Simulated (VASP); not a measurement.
Sr: single point with PBEsol

The system is Sr.

```
CELL_PARAMETERS angstrom
4.12423 0.00000 0.00000
-2.06211 3.57168 0.00000
0.00000 0.00000 6.75958
ATOMIC_POSITIONS crystal
Sr 0.33333 0.66667 0.25000
Sr 0.66667 0.33333 0.75000
```

This cell differs from its parent crystal: volume scaled by 0.95.

| Quantity | Value |
| --- | --- |
| Program | VASP 6.6.1 |
| Task | single point |
| Functional | PBEsol |
| Potentials or basis | VASP PAW PBE potentials, release 64 (Sr_sv) |
| Cutoff | 520 eV |
| k mesh | 12 × 12 × 6 |
| Occupations | fermi-dirac, width 0.1 eV |
| Spin | no spin polarisation |

The pressure is 0.7 GPa. The band gap on the k mesh is zero (band 10 reaches 1.97 eV, above the bottom of band 11 at 1.77 eV).

Levels at points of the mesh, in eV from the Fermi level:
```tsv
k point	band 8	band 9	band 10	band 11	band 12	band 13
(0.00, 0.00, 0.00)	-18.19	-3.79	-1.19	0.22	2.40	2.42
(0.50, 0.00, 0.00)	-18.23	-1.11	-0.49	0.01	0.25	1.44
(0.00, 0.00, 0.50)	-18.21	-2.77	-2.77	1.32	1.32	2.42
(0.50, 0.00, 0.50)	-18.27	-0.86	-0.86	0.38	0.38	1.39
```

It took 38 s on 1 thread of Intel(R) Xeon(R) 6975P-C (Granite Rapids), with other jobs on the host, peak memory 0.28 GiB.

Caveat: the PAW data sets were made with another functional, which shifts forces and pressure a little.
